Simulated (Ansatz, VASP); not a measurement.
# One calculation of Ni, two programs

Contents of INCAR:

```
SYSTEM = Ni
PREC     = Accurate       ! precision mode
ENCUT    = 520            ! plane-wave cutoff, eV
EDIFF    = 1E-6           ! SCF threshold, eV
ISMEAR   = 0              ! smearing method
SIGMA    = 0.15           ! smearing width, eV
LREAL    = .False.        ! projectors in reciprocal space
LASPH    = .True.         ! aspherical terms in the spheres
NELM     = 150            ! most SCF steps
ALGO     = Normal         ! electronic algorithm
ISIF     = 2              ! what is computed and relaxed
LWAVE    = .False.        ! write WAVECAR
LCHARG   = .False.        ! write CHGCAR
ISPIN    = 2              ! spin polarisation
MAGMOM   = 0.81           ! initial moments
LORBIT   = 11             ! projections on sites
LMAXMIX  = 4              ! l up to which the mixer works
GGA      = PS             ! functional
NBANDS   = 15             ! bands
```

KPOINTS

```
Automatic mesh
0
Gamma
  26 26 26
  0 0 0
```

File POSCAR:

```
Ni
1.0
    0.0000000000      1.9206067205      1.4980732420
    1.9206067205      0.0000000000      1.4980732420
    1.9206067205      1.9206067205      0.0000000000
Ni
1
Direct
    0.0000000000      0.0000000000      0.0000000000
```

Input for Ansatz:

```yaml
crystal:
  lattice:
    - [0.0, 1.9206067205, 1.498073242]
    - [1.9206067205, 0.0, 1.498073242]
    - [1.9206067205, 1.9206067205, 0.0]
  atoms:
    - { symbol: Ni, position: [0.0, 0.0, 0.0], spin: 0.81 }
basis:
  ecutwfc: 420
kpoints:
  mp_grid: { grid: [26, 26, 26] }
hamiltonian:
  xc: pbesol
scf:
  occupations: { method: gaussian, width: 0.15 }
output:
  forces: true
  stress: true
  eigenvalues: true
  populations: true
  write_density: true
  write_potential: true
  elf: true
  volumetric_format: npy
magnetization:
  spin_polarized: true
```

Alike in both runs: task single point; functional PBEsol; k mesh 26 × 26 × 26; occupations gaussian, width 0.15 eV; collinear spin.

|  | VASP | Ansatz |
| --- | --- | --- |
| version | VASP 6.6.1 | Ansatz 0.2.0 |
| potentials or method | VASP PAW PBE potentials, release 64 (Ni), cutoff 520 eV | scalar-relativistic, plane waves, PAW |
| valence electrons in the cell | 10 | 18 |

Ansatz gave:

| Property | Result |
| --- | --- |
| gap on the k mesh at the Fermi level (eV) | none |
| pressure (GPa) | -10.7 |
| traceless stress, the component that is largest in VASP (GPa) | 4.82 |
| net moment per atom (μB) | 0.59 |
| size of the moment on the site where the two differ most (μB) | 0.62 |

**Question.** What did VASP give for the same quantities?

**Answer.** gap on the k mesh at the Fermi level (eV): none; pressure (GPa): -10.7; traceless stress, the component that is largest in VASP (GPa): 4.57; net moment per atom (μB): 0.57; size of the moment on the site where the two differ most (μB): 0.58.

VASP's potentials were made for PBE, not for PBEsol. Site moments also hang on the region over which each program counts them. A gap of «none» marks a metal or a gap that the smearing closes. VASP's potentials hold 10 valence electrons a cell and Ansatz's 18, so a difference there can come from the potentials and not from the codes.
